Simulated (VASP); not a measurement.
Here is a VASP 6.6.1 calculation.

The input POSCAR:

```
In
1.0
   -1.5923968652      1.5923968652      2.4919721980
    1.5923968652     -1.5923968652      2.4919721980
    1.5923968652      1.5923968652     -2.4919721980
In
1
Direct
    0.0000000000      0.0000000000      0.0000000000
```

The input INCAR.step1:

```
SYSTEM = In
PREC = Accurate
ENCUT = 520
EDIFF = 1E-5
ISMEAR = -1
SIGMA = 0.05
LREAL = .False.
LASPH = .True.
NELM = 60
ALGO = Normal
ISIF = 2
LWAVE = .True.
GGA = PE
NBANDS = 12
```

The input INCAR.step2:

```
SYSTEM = In
PREC = Accurate
ENCUT = 520
EDIFF = 1E-6
ISMEAR = -1
SIGMA = 0.05
LREAL = .False.
LASPH = .True.
NELM = 60
ALGO = Normal
ISIF = 2
LWAVE = .False.
LCHARG = .True.
GGA = PS
LHFCALC = .True.
AEXX = 0.25
PRECFOCK = Normal
LELF = .True.
LVHAR = .True.
ISTART = 1
NBANDS = 12
```

KPOINTS

```
regular mesh
0
Gamma
  6 6 6
  0 0 0
```

Potentials or basis: VASP PAW PBE potentials, release 64 (In_d).

Command:

```console
$ cat potpaw_PBE.64/In_d/POTCAR > POTCAR
$ cp INCAR.step1 INCAR
$ mpirun -np 1 vasp_std > vasp.out
$ cp INCAR.step2 INCAR
$ mpirun -np 1 vasp_std > vasp.out
```

**Question.** Estimate the band gap on the k mesh.

**Answer.** Zero (an odd number of electrons rules out a gap without spin polarisation).

**Question.** What does it give for the pressure?

**Answer.** -0.2 GPa.

Caveat: the k points lie up to 0.39 Å⁻¹ apart, too coarse for converged energies and pressures of a metal; the PAW data sets were made with another functional, which shifts forces and pressure a little; spin-orbit coupling is left out, which moves the levels of the heavy elements.
